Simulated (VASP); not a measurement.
# Al (Fm-3m) in VASP: single point with PBE+D3(BJ)

Aim: the single point of Al with PBE+D3(BJ).

Program: VASP 6.6.1. These are calculated values, not measurements. Logs are shortened: lines on timing, memory, paths and dates and some standing lists are left out, and cuts for length are marked.

### Step 1. The cell of the first run

Symmetry: Fm-3m, No. 225, cubic system. Conventional cell: a = 3.982 Å, b = 3.982 Å, c = 3.982 Å, α = 90.00°, β = 90.00°, γ = 90.00°. Al (site symmetry m-3m) has 12 Al at 2.82 Å within 3.7 Å.

### Step 2. Single point, PBE+D3(BJ)

Contents of INCAR:

```
SYSTEM = Al
ALGO = Fast ; EDIFF = 1E-7
ENCUT = 520 ; GGA = PE
ISIF = 2 ; ISMEAR = 0
IVDW = 12 ; LASPH = .True.
LCHARG = .True. ; LELF = .True.
LREAL = .False. ; LVHAR = .True.
LWAVE = .False. ; NBANDS = 8
NELM = 100 ; PREC = Accurate
SIGMA = 0.1
```

Contents of KPOINTS:

```
k-points
0
Gamma
  18 18 18
  0 0 0
```

Contents of POSCAR:

```
Al
1.0
    0.0000000000      1.9910220784      1.9910220784
    1.9910220784      0.0000000000      1.9910220784
    1.9910220784      1.9910220784      0.0000000000
Al
1
Direct
    0.0000000000      0.0000000000      0.0000000000
```

Potentials or basis: VASP PAW PBE potentials, release 64 (Al).

Command:

```console
$ cat potpaw_PBE.64/Al/POTCAR > POTCAR
$ mpirun -np 1 vasp_std > vasp.out
```

OUTCAR:

```text
SYSTEM = Al
   EDIFF = 1E-7
   ENCUT = 520
   GGA = PE
   ISIF = 2
   ISMEAR = 0
   IVDW = 12
   LASPH = .True.
   LREAL = .False.
   NELM = 100
   PREC = Accurate
 IVDW          = 12

 ion  position               nearest neighbor table
   1  0.000  0.000  0.000-

  LATTYP: Found a face centered cubic cell.
 ALAT       =     3.9820441568

  Lattice vectors:

 A1 = (   0.0000000000,   1.9910220784,   1.9910220784)
 A2 = (   1.9910220784,   0.0000000000,   1.9910220784)
 A3 = (   1.9910220784,   1.9910220784,   0.0000000000)

Analysis of symmetry for initial positions (statically):
=====================================================================
 Subroutine PRICEL returns:
 Original cell was already a primitive cell.

 Routine SETGRP: Setting up the symmetry group for a
 face centered cubic supercell.

 Subroutine GETGRP returns: Found 48 space group operations
 (whereof 48 operations were pure point group operations)
 out of a pool of 48 trial point group operations.

The static configuration has the point symmetry O_h .

Analysis of symmetry for dynamics (positions and initial velocities):
=====================================================================
 Subroutine PRICEL returns:
 Original cell was already a primitive cell.

 Routine SETGRP: Setting up the symmetry group for a
 face centered cubic supercell.

 Subroutine GETGRP returns: Found 48 space group operations
 (whereof 48 operations were pure point group operations)
 out of a pool of 48 trial point group operations.

The dynamic configuration has the point symmetry O_h .

 Subroutine INISYM returns: Found 48 space group operations
 (whereof 48 operations are pure point group operations),
 and found     1 'primitive' translations

----------------------------------------------------------------------------------------

                                     Primitive cell

  volume of cell :      15.7855

  direct lattice vectors                    reciprocal lattice vectors
     0.000000000  1.991022078  1.991022078    -0.251127301  0.251127301  0.251127301
     1.991022078  0.000000000  1.991022078     0.251127301 -0.251127301  0.251127301
     1.991022078  1.991022078  0.000000000     0.251127301  0.251127301 -0.251127301

  length of vectors
     2.815730426  2.815730426  2.815730426     0.434965244  0.434965244  0.434965244

  position of ions in fractional coordinates (direct lattice)
     0.000000000  0.000000000  0.000000000

  ion indices of the primitive-cell ions
   primitive index   ion index
                 1           1

----------------------------------------------------------------------------------------

 KPOINTS: k-points

Automatic generation of k-mesh.
 Grid dimensions read from file:
 generate k-points for:   18   18   18

 Generating k-lattice:

  Cartesian coordinates                     Fractional coordinates (reciprocal lattice)
    -0.013951517  0.013951517  0.013951517     0.055555556  0.000000000  0.000000000
     0.013951517 -0.013951517  0.013951517     0.000000000  0.055555556  0.000000000
     0.013951517  0.013951517 -0.013951517     0.000000000  0.000000000  0.055555556

  Length of vectors
     0.024164736  0.024164736  0.024164736

  Shift w.r.t. Gamma in fractional coordinates (k-lattice)
     0.000000000  0.000000000  0.000000000

 Subroutine IBZKPT returns following result:
 ===========================================

 Found    195 irreducible k-points:

 Following reciprocal coordinates:
            Coordinates               Weight
  0.000000  0.000000  0.000000      1.000000
  0.055556  0.000000  0.000000      8.000000
  0.111111  0.000000  0.000000      8.000000
  0.166667  0.000000  0.000000      8.000000
  0.222222  0.000000  0.000000      8.000000
  0.277778  0.000000  0.000000      8.000000
[... 16 lines left out ...]
 -0.277778  0.055556  0.000000     24.000000
 -0.222222  0.055556  0.000000     24.000000
 [... further k-points ...]
   k-points           NKPTS =    195   k-points in BZ     NKDIM =    195   number of bands    NBANDS=      8
   number of dos      NEDOS =    301   number of ions     NIONS =      1
   total plane-waves  NPLWV =  13824
   dimension x,y,z NGX =    24 NGY =   24 NGZ =   24
   dimension x,y,z NGXF=    48 NGYF=   48 NGZF=   48
   ions per type =               1
   NGX,Y,Z   is equivalent  to a cutoff of  14.17, 14.17, 14.17 a.u.
   NGXF,Y,Z  is equivalent  to a cutoff of  28.34, 28.34, 28.34 a.u.
 SYSTEM =  Al
   PREC   = accura    normal or accurate (medium, high low for compatibility)
   ISTART =      0    job   : 0-new  1-cont  2-samecut
   ICHARG =      2    charge: 1-file 2-atom 10-const
   ISPIN  =      1    spin polarized calculation?
   LNONCOLLINEAR =      F non collinear calculations
   LSORBIT =      F    spin-orbit coupling
   LASPH  =      T    aspherical Exc in radial PAW
   ENCUT  =  520.0 eV  38.22 Ry    6.18 a.u.   5.24  5.24  5.24*2*pi/ulx,y,z
   NELM   =    100;   NELMIN=  2; NELMDL= -5     # of ELM steps
   EDIFF  = 0.1E-06   stopping-criterion for ELM
   LREAL  =      F    real-space projection
   EDIFFG = 0.1E-05   stopping-criterion for IOM
   NSW    =      0    number of steps for IOM
   IBRION =     -1    ionic relax: 0-MD 1-quasi-New 2-CG
   NFREE  =      0    steps in history (QN), initial steepest desc. (CG)
   ISIF   =      2    stress and relaxation
   ISYM   =      2    0-nonsym 1-usesym 2-fastsym
   POTIM  = 0.5000    time-step for ionic-motion
   TEBEG  =    0.0;   TEEND  =   0.0 temperature during run
   PSTRESS=    0.0 pullay stress
   NELECT =       3.0000    total number of electrons
   NUPDOWN=      -1.0000    fix difference up-down
   EMIN   =  10.00;   EMAX   =-10.00  energy-range for DOS
   EFERMI =   0.00;   METHOD = LEGACY
   ISMEAR =     0;   SIGMA  =   0.10  broadening in eV -4-tet -1-fermi 0-gaus
   EFERMI_NEDOS =   21; number of points for ismear=-14 and -15
   IALGO  =     68    algorithm
   IMIX   =      4    mixing-type and parameters
     AMIX     =   0.40;   BMIX     =  1.00
     AMIX_MAG =   1.60;   BMIX_MAG =  1.00
  volume/ion in A,a.u.               =      15.79       106.53
  Fermi-wavevector in a.u.,A,eV,Ry     =   0.941230  1.778667 12.053595  0.885914
  Thomas-Fermi vector in A             =   2.068720
   LORBIT       =      0    0 simple, 1 ext, 2 COOP (PROOUT), +10 PAW based schemes
   GGA     = PE    functional components
   LHFCALC =     F    Hartree Fock is set to
   AEXX    =    0.0000 exact exchange contribution
   IVDW    =    12    specifies the selected vdW correction
   LEPSILON=     F    determine dielectric tensor
   LRPA    =     F    only Hartree local field effects (RPA)
 non-spin polarized calculation
 RMM-DIIS sequential band-by-band and
 Gauss-broadening in eV      SIGMA  =   0.10
  energy-cutoff  :      520.00
  volume of cell :       15.79
 maximum number of plane-waves:       444
 NGX is ok and might be reduce to    24
   NGX = 11   NGY = 11   NGZ = 11

 number of electron       3.0000000 magnetization

 Free energy of the ion-electron system (eV)
  ---------------------------------------------------
  ext. energy  EPLUGINS =         0.00000000
  ---------------------------------------------------
  free energy    TOTEN  =        -3.73667157 eV

  energy without entropy =       -3.73373342  energy(sigma->0) =       -3.73520250

 E-fermi :   8.4653     XC(G=0): -10.3577

 val. band max:        8.4644831789   @ k =  -0.4444   0.3333   0.1111
 cond. band min:       8.4904743186   @ k =  -0.2222   0.3889   0.1667
 fundamental gap:      0.0259911397
 Fermi energy:         8.4652667584

 k-point     1 :       0.0000    0.0000    0.0000
  band No.  band energies     occupation
      1      -2.9741      2.00000
      2      21.3376      0.00000
      3      21.3376      0.00000
      4      21.3376      0.00000
      5      23.1712      0.00000
      6      23.1712      0.00000
      7      23.1712      0.00000
      8      25.2605      0.00000

 k-point     2 :       0.0556    0.0000    0.0000
  band No.  band energies     occupation
      1      -2.8877      2.00000
      2      19.8424      0.00000
      3      21.0634      0.00000
      4      21.0634      0.00000
      5      23.5824      0.00000
      6      23.5824      0.00000
      7      23.6730      0.00000
      8      26.1919      0.00000

 k-point     3 :       0.1111    0.0000    0.0000
  band No.  band energies     occupation
      1      -2.6288      2.00000
      2      17.5747      0.00000
      3      20.5779      0.00000
      4      20.5779      0.00000
      5      23.6895      0.00000
      6      24.4534      0.00000
      7      24.4534      0.00000
      8      26.8164      0.00000

 k-point     4 :       0.1667    0.0000    0.0000
  band No.  band energies     occupation
      1      -2.1984      2.00000
      2      15.2832      0.00000
      3      20.1403      0.00000
      4      20.1403      0.00000
      5      23.5020      0.00000
      6      25.0610      0.00000
      7      25.0610      0.00000
      8      26.1503      0.00000

 k-point     5 :       0.2222    0.0000    0.0000
  band No.  band energies     occupation
      1      -1.5981      2.00000
      2      13.0677      0.00000
      3      19.8148      0.00000
      4      19.8148      0.00000
      5      23.3139      0.00000
      6      24.1860      0.00000
      7      24.1860      0.00000
      8      27.1859      0.00000
[... 177 lines left out ...]
 k-point    22 :      -0.3333    0.0556    0.0000
  band No.  band energies     occupation
      1       0.5243      2.00000
      2       8.4180      1.49628
      3      17.8495      0.00000
      4      20.7878      0.00000
      5      20.8674      0.00000
      6      22.3299      0.00000
      7      23.9078      0.00000
      8      26.8577      0.00000

 k-point    23 :      -0.2778    0.0556    0.0000
  band No.  band energies     occupation
      1      -0.4621      2.00000
      2      10.3511      0.00000
      3      17.8684      0.00000
      4      20.8262      0.00000
      5      21.7296      0.00000
      6      23.2097      0.00000
      7      23.8691      0.00000
      8      27.6704      0.00000

 k-point    24 :      -0.2222    0.0556    0.0000
  band No.  band energies     occupation
      1      -1.2848      2.00000
      2      12.4101      0.00000
      3      18.0343      0.00000
      4      20.9587      0.00000
      5      22.7562      0.00000
      6      23.8396      0.00000
      7      24.3122      0.00000
      8      26.5546      0.00000

 [... further k-points ...]

------------------------ aborting loop because EDIFF is reached ----------------------------------------

 Edisp (eV)   -0.35218

 E8    (eV) :    -0.1576

  FORCE on cell =-STRESS in cart. coord.  units (eV):
  Direction    XX          YY          ZZ          XY          YZ          ZX
  --------------------------------------------------------------------------------------
  -------------------------------------------------------------------------------------
  Total      -0.00264    -0.00264    -0.00264     0.00000    -0.00000     0.00000
  in kB      -0.26768    -0.26768    -0.26768     0.00000    -0.00000     0.00000
  external pressure =       -0.27 kB  Pullay stress =        0.00 kB

 VOLUME and BASIS-vectors are now :
 -----------------------------------------------------------------------------
  energy-cutoff  :      520.00
  volume of cell :       15.79
      direct lattice vectors                 reciprocal lattice vectors
     0.000000000  1.991022078  1.991022078    -0.251127301  0.251127301  0.251127301
     1.991022078  0.000000000  1.991022078     0.251127301 -0.251127301  0.251127301
     1.991022078  1.991022078  0.000000000     0.251127301  0.251127301 -0.251127301

 POSITION                                       TOTAL-FORCE (eV/Angst)
 -----------------------------------------------------------------------------------
      0.00000      0.00000      0.00000         0.000000      0.000000     -0.000000
 -----------------------------------------------------------------------------------
    total drift:                                0.000000     -0.000000     -0.000000

  FREE ENERGIE OF THE ION-ELECTRON SYSTEM (eV)
  ---------------------------------------------------
  free  energy   TOTEN  =        -4.0888481410 eV

  energy  without entropy=       -4.0859099896  energy(sigma->0) =       -4.08737907
```

It took 13 s on 1 thread of Intel Xeon 6975P-C, shared host; peak memory 0.15 GiB.

Results:

```yaml
Free_energy: -4.0888 eV
Pressure: 0.0 GPa
Dispersion_energy_per_atom: -0.352 eV
```

Caveat: pairwise dispersion overbinds metals, which lowers pressure and volume.
